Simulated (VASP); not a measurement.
Input of a VASP 6.6.1 run:

The input INCAR:

```
SYSTEM = As
PREC = Accurate ; ENCUT = 510
EDIFF = 1E-7 ; ISMEAR = -1
SIGMA = 0.08 ; LREAL = .False.
LASPH = .True. ; NELM = 120
ALGO = Normal ; ISIF = 4
LWAVE = .False. ; LCHARG = .False.
GGA = PS ; IBRION = 2
NSW = 50 ; EDIFFG = -0.005
GGA_COMPAT = .False. ; NELMIN = 4
```

File KPOINTS:

```
regular mesh
0
Gamma
  14 14 8
  0 0 0
```

Contents of POSCAR:

```
As
1.0
    2.3396594136      0.0000000000      0.0000000000
   -1.1698297068      2.0262044884      0.0000000000
    0.0000000000      0.0000000000      3.8817430600
As
2
Direct
    0.3333333333      0.6666666667      0.2500000000
    0.6666666667      0.3333333333      0.7500000000
```

Potentials or basis: VASP PAW PBE potentials, release 64 (As_d).

Launch:

```console
$ cat potpaw_PBE.64/As_d/POTCAR > POTCAR
$ mpirun -np 1 vasp_std > vasp.out
```

Task: Predict the band gap on the k mesh.

Result: Zero (bands 15 and 16 overlap by 17.65 eV).

Step by step:
| step | energy change (eV) | largest force (eV/Å) | pressure (GPa) | volume (Å³) |
| --- | --- | --- | --- | --- |
| 1 | 0.0000 | 0.0000 | 278.95 | 18.40 |
| 2 | -0.0136 | 0.0000 | 278.35 | 18.40 |
| 3 | -0.0165 | 0.0000 | 278.28 | 18.40 |
| 4 | -0.0210 | 0.0000 | 278.19 | 18.40 |
| 5 | -0.0211 | 0.0000 | 278.20 | 18.40 |
| 6 | -0.0211 | 0.0000 | 278.23 | 18.40 |

Caveat: the PAW data sets were made with another functional, which shifts forces and pressure a little.
